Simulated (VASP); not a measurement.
ZnO, 4 atoms in the cell. Symmetry: P6_3mc, No. 186, hexagonal system. Conventional cell: a = 3.300 Å, b = 3.300 Å, c = 5.321 Å, α = 90.00°, β = 90.00°, γ = 120.00°. Within 2.7 Å of Zn (site symmetry 3m) lie 4 O at 2.01 to 2.02 Å. O (site symmetry 3m) has 4 Zn at 2.01 to 2.02 Å within 2.7 Å.  This cell differs from its parent crystal: volume scaled by 1.04.

```yaml
Program: VASP 6.6.1
Task: single point
Functional: RPBE
Dispersion: D4
Potentials_or_basis: VASP PAW PBE potentials, release 64 (Zn, O)
Cutoff: 520 eV
k_mesh: 8 × 8 × 6
Occupations: gaussian, width 0.05 eV
Spin: no spin polarisation
Dipole_correction: no
Further_INCAR_settings: ALGO = Normal; EDIFF = 1e-06; NBANDS = 26
```

Potentials or basis: VASP PAW PBE potentials, release 64 (Zn, O).

Run with:

```sh
$ cat potpaw_PBE.64/Zn/POTCAR potpaw_PBE.64/O/POTCAR > POTCAR
$ mpirun -np 1 vasp_std > vasp.out
```

Hardware: 1 thread of Intel(R) Xeon(R) Platinum 8259CL CPU @ 2.50GHz (Skylake/Cascade Lake), with other jobs on the host.

Q: How long does it take, and how much memory?

A: It took 49 s on 1 thread of Intel(R) Xeon(R) Platinum 8259CL CPU @ 2.50GHz (Skylake/Cascade Lake), on a shared host, peak memory 0.19 GiB. Counts: scf iterations 15, k points 40.
